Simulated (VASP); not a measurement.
Mg:

```
Mg
1.0
     0.00000    2.16503    2.16503
     2.16503    0.00000    2.16503
     2.16503    2.16503    0.00000
Mg
1
Direct
  0.00000 0.00000 0.00000
```

| Property | Result |
| --- | --- |
| Program | VASP 6.6.1 |
| Task | relaxation of cell and atoms |
| Functional | PBE |
| Potentials or basis | VASP PAW PBE potentials, release 64 (Mg) |
| Cutoff | 600 eV |
| k mesh | 16 × 16 × 16 |
| Occupations | gaussian, width 0.1 eV |
| Spin | no spin polarisation |

At the start: pressure 5.8 GPa; volume 20.30 Å³/atom.

Task: How do energy, volume and symmetry change on relaxing?

Result: Over 4 steps the energy falls by 45.1 meV/atom and the volume is 23.04 Å³/atom (+13.5 %); space group Fm-3m (No. 225, to 0.05 Å).

Step by step:
| step | energy change (eV) | largest force (eV/Å) | pressure (GPa) | volume (Å³) |
| --- | --- | --- | --- | --- |
| 1 | 0.0000 | 0.0000 | 5.82 | 20.30 |
| 2 | -0.0438 | 0.0000 | 0.83 | 22.54 |
| 3 | -0.0451 | 0.0000 | -0.08 | 23.10 |
| 4 | -0.0451 | 0.0000 | 0.00 | 23.04 |

Final structure:
```cif
data_structure
_symmetry_space_group_name_H-M 'P 1'
_symmetry_Int_Tables_number 1
_cell_length_a 3.1940
_cell_length_b 3.1940
_cell_length_c 3.1940
_cell_angle_alpha 60.000
_cell_angle_beta 60.000
_cell_angle_gamma 60.000
_cell_volume 23.04
loop_
_atom_site_label
_atom_site_type_symbol
_atom_site_fract_x
_atom_site_fract_y
_atom_site_fract_z
_atom_site_occupancy
Mg1 Mg 0.00000 0.00000 0.00000 1
```
